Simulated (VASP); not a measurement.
# Ta (Im-3m) in VASP: a series of runs, part 2 of 2

VASP 6.6.1. The steps go on from the part before.

### 4 Single point, LDA (volume scaled by 0.96)

The input, INCAR:

```
PREC = Accurate
ENCUT = 520
EDIFF = 1E-6
ISMEAR = -1
SIGMA = 0.1
LREAL = F
LASPH = T
NELM = 60
ALGO = Normal
ISIF = 2
LWAVE = F
LCHARG = T
GGA = CA
LELF = T
LVHAR = T
NBANDS = 12
```

The input, KPOINTS:

```
regular mesh
0
Gamma
  22 22 22
```

The input, POSCAR:

```
Ta
1.0
   -1.6056727810      1.6056727810      1.6056727810
    1.6056727810     -1.6056727810      1.6056727810
    1.6056727810      1.6056727810     -1.6056727810
Ta
1
Direct
    0.0000000000      0.0000000000      0.0000000000
```

Launch:

```sh
$ cat potpaw_LDA.64/Ta_pv/POTCAR > POTCAR
$ mpirun -np 1 vasp_std > vasp.out
```

Run time: 20 s. Hardware: 1 thread of Intel Xeon 6975P-C (Granite Rapids), shared host; peak memory 0.18 GiB.

The run converged. Its results:

| Property | Result |
| --- | --- |
| Free energy | -12.8259 eV |
| Pressure | 10.2 GPa |

Levels at points of the mesh, in eV from the Fermi level:
```tsv
k point	band 2	band 3	band 4	band 5	band 6	band 7	band 8	band 9	band 10	band 11
(0.00, 0.00, 0.00)	-32.58	-32.58	-8.16	0.65	0.65	0.65	4.22	4.22	13.96	15.45
(0.50, 0.00, 0.00)	-33.07	-32.59	-4.78	-1.86	2.16	4.16	5.28	8.60	12.40	13.10
(0.50, 0.50, 0.50)	-33.65	-33.65	-4.36	-4.36	7.49	7.49	7.49	9.55	9.55	9.55
```

Caveat: the cell differs from its parent crystal (volume scaled by 0.96); spin-orbit coupling is left out, which moves the levels of the heavy elements.

### 5 Single point, LDA

This run uses another cell than the first one, of 17.25 Å³/atom, 1.136 times its volume.

The input, INCAR:

```
ALGO = Normal
EDIFF = 1E-6
ENCUT = 520
GGA = CA
ISIF = 2
ISMEAR = -1
LASPH = T
LCHARG = T
LELF = T
LREAL = F
LVHAR = T
LWAVE = F
NBANDS = 12
NELM = 80
PREC = Accurate
SIGMA = 0.1
```

The input, KPOINTS:

```
k-points
0
Gamma
  22 22 22
```

The input, POSCAR:

```
Ta
1.0
   -1.6276710321      1.6276710321      1.6276710321
    1.6276710321     -1.6276710321      1.6276710321
    1.6276710321      1.6276710321     -1.6276710321
Ta
1
Direct
    0.0000000000      0.0000000000      0.0000000000
```

Potentials or basis: VASP PAW LDA potentials, release 64 (Ta_pv).

Launch:

```sh
$ cat potpaw_LDA.64/Ta_pv/POTCAR > POTCAR
$ mpirun -np 1 vasp_std > vasp.out
```

OUTCAR:

```text
EDIFF = 1E-6
   ENCUT = 520
   GGA = CA
   ISIF = 2
   ISMEAR = -1
   LASPH = T
   LREAL = F
   NELM = 80
   PREC = Accurate

 ion  position               nearest neighbor table
   1  0.000  0.000  0.000-

  LATTYP: Found a body centered cubic cell.
 ALAT       =     3.2553420642

  Lattice vectors:

 A1 = (  -1.6276710321,   1.6276710321,   1.6276710321)
 A2 = (   1.6276710321,  -1.6276710321,   1.6276710321)
 A3 = (   1.6276710321,   1.6276710321,  -1.6276710321)

Analysis of symmetry for initial positions (statically):
=====================================================================
 Subroutine PRICEL returns:
 Original cell was already a primitive cell.

 Routine SETGRP: Setting up the symmetry group for a
 body centered cubic supercell.

 Subroutine GETGRP returns: Found 48 space group operations
 (whereof 48 operations were pure point group operations)
 out of a pool of 48 trial point group operations.

The static configuration has the point symmetry O_h .

Analysis of symmetry for dynamics (positions and initial velocities):
=====================================================================
 Subroutine PRICEL returns:
 Original cell was already a primitive cell.

 Routine SETGRP: Setting up the symmetry group for a
 body centered cubic supercell.

 Subroutine GETGRP returns: Found 48 space group operations
 (whereof 48 operations were pure point group operations)
 out of a pool of 48 trial point group operations.

The dynamic configuration has the point symmetry O_h .

 Subroutine INISYM returns: Found 48 space group operations
 (whereof 48 operations are pure point group operations),
 and found     1 'primitive' translations

----------------------------------------------------------------------------------------

                                     Primitive cell

  volume of cell :      17.2488

[... 106 lines left out ...]
     AMIX_MAG =   1.60;   BMIX_MAG =  1.00
  volume/ion in A,a.u.               =      17.25       116.40
  Fermi-wavevector in a.u.,A,eV,Ry     =   1.409134  2.662878 27.016542  1.985660
  Thomas-Fermi vector in A             =   2.531221
   LORBIT       =      0    0 simple, 1 ext, 2 COOP (PROOUT), +10 PAW based schemes
   GGA     = CA    functional components
   LHFCALC =     F    Hartree Fock is set to
   AEXX    =    0.0000 exact exchange contribution
   IVDW    =     0    specifies the selected vdW correction
   LEPSILON=     F    determine dielectric tensor
   LRPA    =     F    only Hartree local field effects (RPA)
 non-spin polarized calculation
  energy-cutoff  :      520.00
  volume of cell :       17.25
 maximum number of plane-waves:       476
 NGX is ok and might be reduce to    24
   NGX = 11   NGY = 11   NGZ = 11

 number of electron      11.0000000 magnetization

 Free energy of the ion-electron system (eV)
  ---------------------------------------------------
  ext. energy  EPLUGINS =         0.00000000
  ---------------------------------------------------
  free energy    TOTEN  =       -12.84871580 eV

  energy without entropy =      -12.80662037  energy(sigma->0) =      -12.82766809

 E-fermi :   5.7755     XC(G=0): -13.0167

 val. band max:        5.7730940230   @ k =   0.1818   0.0455   0.0000
 cond. band min:       5.7880514438   @ k =  -0.3636   0.5000   0.0455
 fundamental gap:      0.0149574208
 Fermi energy:         5.7755020487

 k-point     1 :       0.0000    0.0000    0.0000
  band No.  band energies     occupation
      1     -26.9622      2.00000
      2     -26.9622      2.00000
      3     -26.9622      2.00000
      4      -2.2395      2.00000
      5       6.4329      0.00279
      6       6.4329      0.00279
      7       6.4329      0.00279
      8       9.8475      0.00000
      9       9.8475      0.00000
     10      19.6028      0.00000
     11      21.0405      0.00000
     12      21.0405      0.00000
[... 331 lines left out ...]
 k-point    24 :       0.1364    0.0909   -0.0000
  band No.  band energies     occupation
      1     -27.4545      2.00000
      2     -27.0902      2.00000
      3     -27.0007      2.00000
      4      -0.5622      2.00000
      5       5.5713      1.77023
      6       5.7201      1.27021
      7       8.3011      0.00000
      8       8.8634      0.00000
      9      10.1292      0.00000
     10      19.6017      0.00000
     11      22.2628      0.00000
     12      23.2295      0.00000

 [... further k-points ...]
[... 5 lines left out ...]
  --------------------------------------------------------------------------------------
  -------------------------------------------------------------------------------------
  Total        0.0620838      0.0620838      0.0620838      0.0000000      0.0000000      0.0000000
  in kB        5.7667189      5.7667189      5.7667189      0.0000000      0.0000000      0.0000000
  external PRESSURE =       5.7667189 kB  Pullay stress =       0.0000000 kB

 VOLUME and BASIS-vectors are now :
 -----------------------------------------------------------------------------
  energy-cutoff  :      520.00
  volume of cell :       17.25
      direct lattice vectors                 reciprocal lattice vectors
    -1.627671032  1.627671032  1.627671032     0.000000000  0.307187380  0.307187380
     1.627671032 -1.627671032  1.627671032     0.307187380  0.000000000  0.307187380
     1.627671032  1.627671032 -1.627671032     0.307187380  0.307187380  0.000000000

 POSITION                                       TOTAL-FORCE (eV/Angst)
 -----------------------------------------------------------------------------------
      0.00000      0.00000      0.00000        -0.000000     -0.000000     -0.000000
 -----------------------------------------------------------------------------------
    total drift:                                0.000000      0.000000      0.000000

  FREE ENERGIE OF THE ION-ELECTRON SYSTEM (eV)
  ---------------------------------------------------
  free  energy   TOTEN  =       -12.8487158043 eV

  energy  without entropy=      -12.8066203695  energy(sigma->0) =      -12.82766809
```

OSZICAR:

```text
N       E                     dE             d eps       ncg     rms          rms(c)
DAV:   1     0.591796220265E+02    0.59180E+02   -0.60938E+03  7904   0.881E+02
DAV:   2    -0.123299922402E+02   -0.71510E+02   -0.69658E+02  8800   0.243E+02
DAV:   3    -0.133105074280E+02   -0.98052E+00   -0.97339E+00  9424   0.268E+01
DAV:   4    -0.133128565827E+02   -0.23492E-02   -0.23490E-02  8648   0.147E+00
DAV:   5    -0.133128633879E+02   -0.68052E-05   -0.68051E-05  9120   0.751E-02    0.145E+01
DAV:   6    -0.129590194757E+02    0.35384E+00   -0.27783E-01  9020   0.541E+00    0.703E+00
DAV:   7    -0.128507894423E+02    0.10823E+00   -0.22111E-01  9096   0.455E+00    0.366E-01
DAV:   8    -0.128487416491E+02    0.20478E-02   -0.41054E-03  8244   0.670E-01    0.844E-02
DAV:   9    -0.128487163637E+02    0.25285E-04   -0.68687E-05  9132   0.877E-02    0.247E-02
DAV:  10    -0.128487158043E+02    0.55936E-06   -0.31436E-06  8472   0.189E-02
   1 F= -.12848716E+02 E0= -.12827668E+02  d E =-.420954E-01
```

Wall time 19 s (1 thread of Intel Xeon 6975P-C (Granite Rapids), shared host); peak memory 0.18 GiB.

What came out:

| Property | Result |
| --- | --- |
| Free energy | -12.8487 eV |
| Pressure | 0.6 GPa |

Caveat: spin-orbit coupling is left out, which moves the levels of the heavy elements.

### 6 The runs side by side

```tsv
cell	gap on the mesh (eV)	pressure (GPa)
a = 2.702 Å, angles 109.5°, 1 atom	none	36.3
a = 2.742 Å, angles 109.5°, 1 atom	none	21.9
a = 2.781 Å, angles 109.5°, 1 atom	none	10.2
a = 2.819 Å, angles 109.5°, 1 atom	none	0.6
```

Alike in all rows: task single point; level LDA; potentials or basis VASP PAW LDA potentials, release 64 (Ta_pv); no spin polarisation; k mesh 22 × 22 × 22; cutoff (eV) 520; smearing fermi-dirac 0.1 eV.

Caveats: spin-orbit coupling is left out, which moves the levels of the heavy elements.

Absolute energies hang on the potentials; compare differences alone.
